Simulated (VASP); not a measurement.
A run of VASP 6.6.1 is set up as follows.

Contents of INCAR:

```
ALGO = Normal
EDIFF = 1E-7
ENCUT = 520
GGA = PS
ISIF = 2
ISMEAR = 0
LASPH = T
LCHARG = T
LELF = T
LREAL = F
LVHAR = T
LWAVE = F
NBANDS = 14
NELM = 60
PREC = Accurate
SIGMA = 0.15
```

Contents of KPOINTS:

```
k-points
0
Gamma
  14 14 14
```

POSCAR

```
MgSc
1.0
    3.5964512400      0.0000000000      0.0000000000
    0.0000000000      3.5964512400      0.0000000000
    0.0000000000      0.0000000000      3.5964512400
Mg Sc
1 1
Direct
    0.0000000000      0.0000000000      0.0000000000
    0.5000000000      0.5000000000      0.5000000000
```

Potentials or basis: VASP PAW PBE potentials, release 64 (Mg, Sc_sv).

The run is started by

```bash
$ cat potpaw_PBE.64/Mg/POTCAR potpaw_PBE.64/Sc_sv/POTCAR > POTCAR
$ mpirun -np 1 vasp_std > vasp.out
```

Question: What does it give for the pressure?

Answer: -1.3 GPa.

Caveat: the PAW data sets were made with another functional, which shifts forces and pressure a little.
